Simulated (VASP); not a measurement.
# W in VASP: notebook

W is run at these levels: PBE; tasks: single point.

Program: VASP 6.6.1. These are calculated values, not measurements. Logs are shortened: lines on timing, memory, paths and dates and some standing lists are left out, and cuts for length are marked.

## Step 1: The cell of the first run

It takes space group Im-3m (No. 229, cubic). Conventional cell: a = 3.165 Å, b = 3.165 Å, c = 3.165 Å, α = 90.00°, β = 90.00°, γ = 90.00°. W (site symmetry m-3m) has 14 W at 2.74 to 3.16 Å within 3.6 Å.

## Step 2: Single point, PBE

INCAR reads:

```
SYSTEM = W
PREC = Accurate
ENCUT = 500
EDIFF = 1E-6
ISMEAR = 1
SIGMA = 0.05
LREAL = .False.
LASPH = .True.
NELM = 120
ALGO = Normal
ISIF = 2
LWAVE = .False.
LCHARG = .False.
GGA = PE
NBANDS = 13
GGA_COMPAT = .False.
```

KPOINTS reads:

```
Automatic mesh
0
Gamma
  15 15 15
  0 0 0
```

POSCAR reads:

```
W
1.0
   -1.5823450000      1.5823450000      1.5823450000
    1.5823450000     -1.5823450000      1.5823450000
    1.5823450000      1.5823450000     -1.5823450000
W
1
Direct
    0.0000000000      0.0000000000      0.0000000000
```

Potentials or basis: VASP PAW PBE potentials, release 64 (W_sv).

Started as:

```bash
> cat potpaw_PBE.64/W_sv/POTCAR > POTCAR
> mpirun -np 1 vasp_std > vasp.out
```

OUTCAR:

```text
SYSTEM = W
   PREC = Accurate
   ENCUT = 500
   EDIFF = 1E-6
   ISMEAR = 1
   LREAL = .False.
   LASPH = .True.
   NELM = 120
   ISIF = 2
   GGA = PE

 ion  position               nearest neighbor table
   1  0.000  0.000  0.000-

  LATTYP: Found a body centered cubic cell.
 ALAT       =     3.1646900000

  Lattice vectors:

 A1 = (  -1.5823450000,   1.5823450000,   1.5823450000)
 A2 = (   1.5823450000,  -1.5823450000,   1.5823450000)
 A3 = (   1.5823450000,   1.5823450000,  -1.5823450000)

Analysis of symmetry for initial positions (statically):
=====================================================================
 Subroutine PRICEL returns:
 Original cell was already a primitive cell.

 Routine SETGRP: Setting up the symmetry group for a
 body centered cubic supercell.

 Subroutine GETGRP returns: Found 48 space group operations
 (whereof 48 operations were pure point group operations)
 out of a pool of 48 trial point group operations.

The static configuration has the point symmetry O_h .

Analysis of symmetry for dynamics (positions and initial velocities):
=====================================================================
 Subroutine PRICEL returns:
 Original cell was already a primitive cell.

 Routine SETGRP: Setting up the symmetry group for a
 body centered cubic supercell.

 Subroutine GETGRP returns: Found 48 space group operations
 (whereof 48 operations were pure point group operations)
 out of a pool of 48 trial point group operations.

The dynamic configuration has the point symmetry O_h .

 Subroutine INISYM returns: Found 48 space group operations
 (whereof 48 operations are pure point group operations),
 and found     1 'primitive' translations

----------------------------------------------------------------------------------------

                                     Primitive cell

  volume of cell :      15.8476

  direct lattice vectors                    reciprocal lattice vectors
    -1.582345000  1.582345000  1.582345000     0.000000000  0.315986716  0.315986716
     1.582345000 -1.582345000  1.582345000     0.315986716  0.000000000  0.315986716
     1.582345000  1.582345000 -1.582345000     0.315986716  0.315986716  0.000000000

  length of vectors
     2.740701935  2.740701935  2.740701935     0.446872699  0.446872699  0.446872699

  position of ions in fractional coordinates (direct lattice)
     0.000000000  0.000000000  0.000000000

  ion indices of the primitive-cell ions
   primitive index   ion index
                 1           1

----------------------------------------------------------------------------------------

 KPOINTS: Automatic mesh

Automatic generation of k-mesh.
 Grid dimensions read from file:
 generate k-points for:   15   15   15

 Generating k-lattice:

  Cartesian coordinates                     Fractional coordinates (reciprocal lattice)
     0.000000000  0.021065781  0.021065781     0.066666667  0.000000000  0.000000000
     0.021065781  0.000000000  0.021065781     0.000000000  0.066666667  0.000000000
     0.021065781  0.021065781  0.000000000     0.000000000  0.000000000  0.066666667

  Length of vectors
     0.029791513  0.029791513  0.029791513

  Shift w.r.t. Gamma in fractional coordinates (k-lattice)
     0.000000000  0.000000000  0.000000000

 Subroutine IBZKPT returns following result:
 ===========================================

 Found    120 irreducible k-points:

 Following reciprocal coordinates:
            Coordinates               Weight
  0.000000  0.000000  0.000000      1.000000
  0.066667  0.000000  0.000000     12.000000
  0.133333  0.000000  0.000000     12.000000
  0.200000  0.000000  0.000000     12.000000
  0.266667  0.000000  0.000000     12.000000
  0.333333  0.000000  0.000000     12.000000
[... 16 lines left out ...]
  0.333333  0.200000  0.000000     48.000000
  0.400000  0.200000  0.000000     24.000000
 [... further k-points ...]
   k-points           NKPTS =    120   k-points in BZ     NKDIM =    120   number of bands    NBANDS=     13
   number of dos      NEDOS =    301   number of ions     NIONS =      1
   total plane-waves  NPLWV =   8000
   dimension x,y,z NGX =    20 NGY =   20 NGZ =   20
   dimension x,y,z NGXF=    40 NGYF=   40 NGZF=   40
   ions per type =               1
   NGX,Y,Z   is equivalent  to a cutoff of  12.13, 12.13, 12.13 a.u.
   NGXF,Y,Z  is equivalent  to a cutoff of  24.26, 24.26, 24.26 a.u.
 SYSTEM =  W
   PREC   = accura    normal or accurate (medium, high low for compatibility)
   ISTART =      0    job   : 0-new  1-cont  2-samecut
   ICHARG =      2    charge: 1-file 2-atom 10-const
   ISPIN  =      1    spin polarized calculation?
   LNONCOLLINEAR =      F non collinear calculations
   LSORBIT =      F    spin-orbit coupling
   LASPH  =      T    aspherical Exc in radial PAW
   ENCUT  =  500.0 eV  36.75 Ry    6.06 a.u.   5.00  5.00  5.00*2*pi/ulx,y,z
   NELM   =    120;   NELMIN=  2; NELMDL= -5     # of ELM steps
   EDIFF  = 0.1E-05   stopping-criterion for ELM
   LREAL  =      F    real-space projection
   EDIFFG = 0.1E-04   stopping-criterion for IOM
   NSW    =      0    number of steps for IOM
   IBRION =     -1    ionic relax: 0-MD 1-quasi-New 2-CG
   NFREE  =      0    steps in history (QN), initial steepest desc. (CG)
   ISIF   =      2    stress and relaxation
   ISYM   =      2    0-nonsym 1-usesym 2-fastsym
   POTIM  = 0.5000    time-step for ionic-motion
   TEBEG  =    0.0;   TEEND  =   0.0 temperature during run
   PSTRESS=    0.0 pullay stress
   NELECT =      14.0000    total number of electrons
   NUPDOWN=      -1.0000    fix difference up-down
   EMIN   =  10.00;   EMAX   =-10.00  energy-range for DOS
   EFERMI =   0.00;   METHOD = LEGACY
   ISMEAR =     1;   SIGMA  =   0.05  broadening in eV -4-tet -1-fermi 0-gaus
   EFERMI_NEDOS =   21; number of points for ismear=-14 and -15
   IALGO  =     38    algorithm
   IMIX   =      4    mixing-type and parameters
     AMIX     =   0.40;   BMIX     =  1.00
     AMIX_MAG =   1.60;   BMIX_MAG =  1.00
  volume/ion in A,a.u.               =      15.85       106.94
  Fermi-wavevector in a.u.,A,eV,Ry     =   1.570832  2.968442 33.572544  2.467512
  Thomas-Fermi vector in A             =   2.672506
   LORBIT       =      0    0 simple, 1 ext, 2 COOP (PROOUT), +10 PAW based schemes
   GGA     = PE    functional components
   LHFCALC =     F    Hartree Fock is set to
   AEXX    =    0.0000 exact exchange contribution
   IVDW    =     0    specifies the selected vdW correction
   LEPSILON=     F    determine dielectric tensor
   LRPA    =     F    only Hartree local field effects (RPA)
 non-spin polarized calculation
 Methfessel and Paxton  Order N= 1 SIGMA  =   0.05
  energy-cutoff  :      500.00
  volume of cell :       15.85
 maximum number of plane-waves:       417
   NGX =  9   NGY =  9   NGZ =  9

 number of electron      14.0000004 magnetization

 Free energy of the ion-electron system (eV)
  ---------------------------------------------------
  ext. energy  EPLUGINS =         0.00000000
  ---------------------------------------------------
  free energy    TOTEN  =       -12.94736298 eV

  energy without entropy =      -12.94732115  energy(sigma->0) =      -12.94734904

 E-fermi :  11.3849     XC(G=0): -13.6438

 val. band max:       11.3815368403   @ k =  -0.3333   0.4000   0.2667
 cond. band min:      11.5335620765   @ k =  -0.2667   0.2667   0.1333
 fundamental gap:      0.1520252363
 Fermi energy:        11.3849383353

 k-point     1 :       0.0000    0.0000    0.0000
  band No.  band energies     occupation
      1     -62.7455      2.00000
      2     -26.3060      2.00000
      3     -26.3060      2.00000
      4     -26.3060      2.00000
      5       1.8090      2.00000
      6      10.2140      2.00000
      7      10.2140      2.00000
      8      10.2140      2.00000
      9      13.7059      0.00000
     10      13.7059      0.00000
     11      25.9658      0.00000
     12      25.9658      0.00000
     13      25.9658      0.00000

 k-point     2 :       0.0667    0.0000    0.0000
  band No.  band energies     occupation
      1     -62.7398      2.00000
      2     -26.3663      2.00000
      3     -26.3248      2.00000
      4     -26.3063      2.00000
      5       2.0241      2.00000
      6      10.0830      2.00000
      7      10.1831      2.00000
      8      10.4217      2.00000
      9      13.4993      0.00000
     10      13.7072      0.00000
     11      26.1488      0.00000
     12      26.3317      0.00000
     13      26.4915      0.00000

 k-point     3 :       0.1333    0.0000    0.0000
  band No.  band energies     occupation
      1     -62.7236      2.00000
      2     -26.5342      2.00000
      3     -26.3776      2.00000
      4     -26.3072      2.00000
      5       2.6342      2.00000
      6       9.7336      2.00000
      7      10.0392      2.00000
      8      11.0351      2.00000
      9      13.1231      0.00000
     10      13.7258      0.00000
     11      26.5604      0.00000
     12      27.3826      0.00000
     13      27.7275      0.00000
[... 305 lines left out ...]
 k-point    23 :       0.3333    0.2000    0.0000
  band No.  band energies     occupation
      1     -62.6055      2.00000
      2     -27.4199      2.00000
      3     -26.8738      2.00000
      4     -26.4356      2.00000
      5       6.3819      2.00000
      6       8.1619      2.00000
      7       9.7879      2.00000
      8      13.4178      0.00000
      9      14.7151      0.00000
     10      19.0742      0.00000
     11      21.5754      0.00000
     12      25.1390      0.00000
     13      27.6935      0.00000

 k-point    24 :       0.4000    0.2000    0.0000
  band No.  band energies     occupation
      1     -62.6007      2.00000
      2     -27.4404      2.00000
      3     -26.9091      2.00000
      4     -26.4381      2.00000
      5       6.3670      2.00000
      6       8.1420      2.00000
      7      10.0665      2.00000
      8      13.4626      0.00000
      9      14.9086      0.00000
     10      19.8164      0.00000
     11      20.7935      0.00000
     12      24.6191      0.00000
     13      27.5706      0.00000

 [... further k-points ...]

------------------------ aborting loop because EDIFF is reached ----------------------------------------

  FORCE on cell =-STRESS in cart. coord.  units (eV):
  Direction    XX          YY          ZZ          XY          YZ          ZX
  --------------------------------------------------------------------------------------
  -------------------------------------------------------------------------------------
  Total        0.6369912      0.6369912      0.6369912      0.0000000      0.0000000     -0.0000000
  in kB       64.3992029     64.3992029     64.3992029      0.0000000      0.0000000     -0.0000000
  external PRESSURE =      64.3992029 kB  Pullay stress =       0.0000000 kB

 VOLUME and BASIS-vectors are now :
 -----------------------------------------------------------------------------
  energy-cutoff  :      500.00
  volume of cell :       15.85
      direct lattice vectors                 reciprocal lattice vectors
    -1.582345000  1.582345000  1.582345000     0.000000000  0.315986716  0.315986716
     1.582345000 -1.582345000  1.582345000     0.315986716  0.000000000  0.315986716
     1.582345000  1.582345000 -1.582345000     0.315986716  0.315986716  0.000000000

 POSITION                                       TOTAL-FORCE (eV/Angst)
 -----------------------------------------------------------------------------------
      0.00000      0.00000      0.00000        -0.000000     -0.000000      0.000000
 -----------------------------------------------------------------------------------
    total drift:                                0.000000     -0.000000      0.000000

  FREE ENERGIE OF THE ION-ELECTRON SYSTEM (eV)
  ---------------------------------------------------
  free  energy   TOTEN  =       -12.9473629814 eV

  energy  without entropy=      -12.9473211460  energy(sigma->0) =      -12.94734904
```

Wall time 10 s (1 thread of Intel Xeon Platinum 8375C at 2.90GHz (Ice Lake), shared host); peak memory 0.14 GiB.

Results:

```
Free energy            : -12.9474 eV
Pressure               : 6.4 GPa
Band gap on the k mesh : zero (band 7 reaches 16.09 eV, above the bottom of band 8 at 10.21 eV)
```

Levels at points of the mesh, in eV from the Fermi level:
| k point | band 4 | band 5 | band 6 | band 7 | band 8 | band 9 | band 10 | band 11 |
| --- | --- | --- | --- | --- | --- | --- | --- | --- |
| (0.00, 0.00, 0.00) | -37.69 | -9.58 | -1.17 | -1.17 | -1.17 | 2.32 | 2.32 | 14.58 |

Caveat: spin-orbit coupling is left out, which moves the levels of the heavy elements.

## Step 3: Single point, PBE

INCAR reads:

```
PREC = Accurate
ENCUT = 500
EDIFF = 1E-6
ISMEAR = 1
SIGMA = 0.05
LREAL = False
LASPH = True
NELM = 120
ALGO = Normal
ISIF = 2
LWAVE = False
LCHARG = False
GGA = PE
NBANDS = 13
GGA_COMPAT = False
```

KPOINTS reads:

```
Automatic mesh
0
Gamma
  15 15 15
```

POSCAR reads:

```
W
1.0
   -1.6139919000      1.5823450000      1.5823450000
    1.5823450000     -1.6139919000      1.5823450000
    1.5823450000      1.5823450000     -1.6139919000
W
1
Direct
    0.0000000000      0.0000000000      0.0000000000
```

Potentials or basis: VASP PAW PBE potentials, release 64 (W_sv).

Started as:

```bash
> cat potpaw_PBE.64/W_sv/POTCAR > POTCAR
> mpirun -np 1 vasp_std > vasp.out
```

It took 25 s on 1 thread of Intel Xeon Platinum 8375C at 2.90GHz (Ice Lake), shared host; peak memory 0.18 GiB.

The run converged. Its results:

```yaml
Free_energy: -12.9364 eV
Pressure: 6.6 GPa
Band_gap_on_the_k_mesh: zero (band 7 reaches 15.91 eV, above the bottom of band 8 at 10.38 eV)
```

Stress tensor (GPa, compression positive):
```
6.63 3.67 3.67
3.67 6.63 3.67
3.67 3.67 6.63
```

Levels at points of the mesh, in eV from the Fermi level:
```csv
k point,band 5,band 6,band 7,band 8,band 9,band 10
"(0.00, 0.00, 0.00)",-9.64,-1.59,-1.07,-1.07,2.29,2.29
```

Caveat: spin-orbit coupling is left out, which moves the levels of the heavy elements.

## Step 4: Single point, PBE

INCAR reads:

```
  PREC = Accurate
  ENCUT = 500
  EDIFF = 1E-6
  ISMEAR = 1
  SIGMA = 0.05
  LREAL = False
  LASPH = True
  NELM = 120
  ALGO = Normal
  ISIF = 2
  LWAVE = False
  LCHARG = False
  GGA = PE
  NBANDS = 13
  GGA_COMPAT = False
```

KPOINTS reads:

```
regular mesh
0
Gamma
  15 15 15
```

POSCAR reads:

```
W
1.0
   -1.6034429333      1.5823450000      1.5823450000
    1.5823450000     -1.6034429333      1.5823450000
    1.5823450000      1.5823450000     -1.6034429333
W
1
Direct
    0.0000000000      0.0000000000      0.0000000000
```

Started as:

```bash
> cat potpaw_PBE.64/W_sv/POTCAR > POTCAR
> mpirun -np 1 vasp_std > vasp.out
```

Wall time 25 s (1 thread of Intel Xeon Platinum 8375C at 2.90GHz (Ice Lake), shared host); peak memory 0.18 GiB.

It converged, with:

* Free energy: -12.9426 eV
* Pressure: 6.5 GPa
* Band gap on the k mesh: zero (band 7 reaches 15.97 eV, above the bottom of band 8 at 10.33 eV)

Stress tensor (GPa, compression positive):
```
6.51 2.41 2.41
2.41 6.51 2.41
2.41 2.41 6.51
```

Levels at points of the mesh, in eV from the Fermi level:
| k point | band 3 | band 4 | band 5 | band 6 | band 7 | band 8 | band 9 | band 10 | band 11 | band 12 |
| --- | --- | --- | --- | --- | --- | --- | --- | --- | --- | --- |
| (0.00, 0.00, 0.00) | -37.74 | -37.68 | -9.61 | -1.44 | -1.09 | -1.09 | 2.30 | 2.30 | 14.30 | 14.67 |

Caveat: spin-orbit coupling is left out, which moves the levels of the heavy elements.

## Step 5: Summary

| cell | gap on the mesh (eV) | pressure (GPa) |
| --- | --- | --- |
| a = 2.741 Å, angles 109.5°, 1 atom | none | 6.4 |
| a = 2.759 Å, angles 110.0°, 1 atom | none | 6.6 |
| a = 2.753 Å, angles 109.8°, 1 atom | none | 6.5 |

Alike in all rows: task single point; level PBE; potentials or basis VASP PAW PBE potentials, release 64 (W_sv); no spin polarisation; k mesh 15 × 15 × 15; cutoff (eV) 500; smearing methfessel-paxton 0.05 eV.

Caveats: spin-orbit coupling is left out, which moves the levels of the heavy elements.

Total energies depend on the potentials used, so only differences within one code and one set of settings carry meaning.
